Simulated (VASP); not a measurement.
Write the native input for VASP 6.6.1 that does the following.

* Task: single point
* Functional: rpbe exchange, lyp correlation
* Potentials or basis: VASP PAW PBE potentials, release 64 (Ge_d)
* Cutoff: 500 eV
* k mesh: 6 × 6 × 6
* Occupations: fermi-dirac, width 0.1 eV
* Spin: non-collinear spin, zero start, spin-orbit coupling
* Starting moments: [[0.0, 0.0, 0.0], [0.0, 0.0, 0.0]] μB
* Dipole correction: no
* Further INCAR settings: ALGO = Normal; EDIFF = 1e-06; NBANDS = 40

The structure of Ge lies in POSCAR:

```
Ge
1.0
    0.0000000000      2.8289100000      2.8289100000
    2.8289100000      0.0000000000      2.8289100000
    2.8289100000      2.8289100000      0.0000000000
Ge
2
Direct
    0.7500000000      0.7500000000      0.7500000000
    0.5000000000      0.5000000000      0.5000000000
```

The input as run:

INCAR

```
ALGO = Normal
EDIFF = 1E-6
ENCUT = 500
GGA = LIBXC
GGA_COMPAT = F
ISIF = 2
ISMEAR = -1
LASPH = T
LCHARG = F
LIBXC1 = GGA_X_RPBE
LIBXC2 = GGA_C_LYP
LORBIT = 11
LORBMOM = T
LREAL = F
LSORBIT = T
LWAVE = F
MAGMOM = 0 0 0 0 0 0
NBANDS = 40
NELM = 200
PREC = Accurate
SIGMA = 0.1
```

KPOINTS

```
k-points
0
Gamma
  6 6 6
```

Potentials or basis: VASP PAW PBE potentials, release 64 (Ge_d).

Launch:

```sh
$ cat potpaw_PBE.64/Ge_d/POTCAR > POTCAR
$ mpirun -np 1 vasp_ncl > vasp.out
```

It gave:

| Quantity | Value |
| --- | --- |
| Pressure | 9.4 GPa |
| Net moment | 0.00 μB per cell |
| Valence electrons inside the program's atomic spheres | Ge 12.44 |

Caveat: the cell stands under pressure; the PAW data sets were made with another functional, which shifts forces and pressure a little.

It took 40 s on 1 thread of Intel(R) Xeon(R) 6975P-C (Granite Rapids), on a shared host, peak memory 0.28 GiB.
